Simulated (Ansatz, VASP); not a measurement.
One calculation of C, two programs

INCAR

```
SYSTEM = C
ALGO = Normal
EDIFF = 1E-6
ENCUT = 600
GGA = PE
GGA_COMPAT = .FALSE.
ISIF = 2
ISMEAR = 0
LASPH = .TRUE.
LCHARG = .FALSE.
LREAL = .FALSE.
LWAVE = .FALSE.
NBANDS = 11
NELM = 120
PREC = Accurate
SIGMA = 0.01
```

File KPOINTS:

```
k-points
0
G
  4 4 4
  0 0 0
```

The input POSCAR:

```
C
1.0
    0.0000000000      1.7654836167      1.7654836167
    1.7654836167      0.0000000000      1.7654836167
    1.7654836167      1.7654836167      0.0000000000
C
2
Direct
    0.1250000000      0.1250000000      0.1250000000
    0.8750000000      0.8750000000      0.8750000000
```

Input for Ansatz:

```yaml
crystal:
  atoms:
  - position: [0.125, 0.125, 0.125]
    symbol: C
  - position: [0.875, 0.875, 0.875]
    symbol: C
  lattice:
  - [0.0, 1.765483616710822, 1.765483616710822]
  - [1.765483616710822, 0.0, 1.765483616710822]
  - [1.765483616710822, 1.765483616710822, 0.0]
hamiltonian:
  dispersion: none
  pseudopotentials:
    kind: all_electron
    lapw: {basis_error: 0.025 meV}
    relativity: scalar
  xc: pbe
kpoints:
  mp_grid:
    grid: [4, 4, 4]
    shift: [0, 0, 0]
magnetization: {spin_polarized: false}
output: {forces: true, stress: true}
scf:
  convergence: {dr2_threshold: 1e-10 eV}
  lower_state_search: 'off'
  max_iter: 200
  occupations: {method: fixed}
```

Alike in both runs: task single point; functional PBE; k mesh 4 × 4 × 4; no spin polarisation.

```csv
,VASP,Ansatz
version,VASP 6.6.1,Ansatz 0.2 development build
potentials or method,"VASP PAW PBE potentials, release 64 (C), cutoff 600 eV","all-electron full-potential LAPW, scalar-relativistic"
occupations,"gaussian, width 0.01 eV",fixed
```

Ansatz gave:

- gap on the k mesh at the Fermi level (eV): 4.52
- pressure (GPa): 17.0

Q: Estimate VASP's values.

A: gap on the k mesh at the Fermi level (eV): 4.51; pressure (GPa): 17.1.

Ansatz ran all-electron here, and VASP with PAW potentials.

The k mesh is coarse, so the values compare programs but aren't converged.
